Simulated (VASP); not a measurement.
Write the native input for VASP 6.6.1 that does the following.

* Task: single point
* Functional: r2SCAN
* Potentials or basis: VASP PAW PBE potentials, release 64 (In_d, Pb_d, Ti_sv)
* Cutoff: 520 eV
* k mesh: 4 × 4 × 4
* Occupations: fermi-dirac, width 0.05 eV
* Spin: no spin polarisation
* Dipole correction: no
* Further INCAR settings: ALGO = Normal; EDIFF = 1e-07; NBANDS = 40

Crystal: Ti3InPb.

```xyz
5
Lattice="5.1009 0.0000 0.0000 0.0000 5.1009 0.0000 0.0000 0.0000 5.1009" Properties=species:S:1:pos:R:3 pbc="T T T"
In    0.0000    0.0000    0.0000
Pb    2.5504    2.5504    2.5504
Ti    2.5504    2.5504    0.0000
Ti    0.0000    2.5504    2.5504
Ti    2.5504    0.0000    2.5504
```

One way to write it, as run:

POSCAR

```
Ti3InPb
1.0
    5.1008824266      0.0000000000      0.0000000000
    0.0000000000      5.1008824266      0.0000000000
    0.0000000000      0.0000000000      5.1008824266
In Pb Ti
1 1 3
Direct
    0.0000000000      0.0000000000      0.0000000000
    0.5000000000      0.5000000000      0.5000000000
    0.5000000000      0.5000000000      0.0000000000
    0.0000000000      0.5000000000      0.5000000000
    0.5000000000      0.0000000000      0.5000000000
```

INCAR.step1

```
SYSTEM = Ti3InPb
ALGO = Normal ; EDIFF = 1E-4
ENCUT = 520 ; GGA = PE
ISMEAR = -1 ; LASPH = .True.
LCHARG = .False. ; LREAL = .False.
LWAVE = .True. ; NBANDS = 40
NELM = 100 ; PREC = Accurate
SIGMA = 0.05
```

INCAR.step2

```
SYSTEM = Ti3InPb
ALGO = Normal ; EDIFF = 1E-7
ENCUT = 520 ; ISIF = 2
ISMEAR = -1 ; ISTART = 1
LASPH = .True. ; LCHARG = .True.
LELF = .True. ; LMIXTAU = .True.
LREAL = .False. ; LVHAR = .True.
LWAVE = .False. ; METAGGA = R2SCAN
NBANDS = 40 ; NELM = 100
PREC = Accurate ; SIGMA = 0.05
```

KPOINTS

```
k-points
0
Gamma
  4 4 4
  0 0 0
```

Potentials or basis: VASP PAW PBE potentials, release 64 (In_d, Pb_d, Ti_sv).

The run is started by

```sh
$ cat potpaw_PBE.64/In_d/POTCAR potpaw_PBE.64/Pb_d/POTCAR potpaw_PBE.64/Ti_sv/POTCAR > POTCAR
$ cp INCAR.step1 INCAR
$ mpirun -np 1 vasp_std > vasp.out
$ cp INCAR.step2 INCAR
$ mpirun -np 1 vasp_std > vasp.out
```

Results of the run:

```yaml
Pressure: -1.1 GPa
```

Caveat: the PAW data sets were made with another functional, which shifts forces and pressure a little.

Wall time 2.4 min on 1 thread of Intel(R) Xeon(R) 6975P-C (Granite Rapids), on a shared host, peak memory 0.27 GiB.
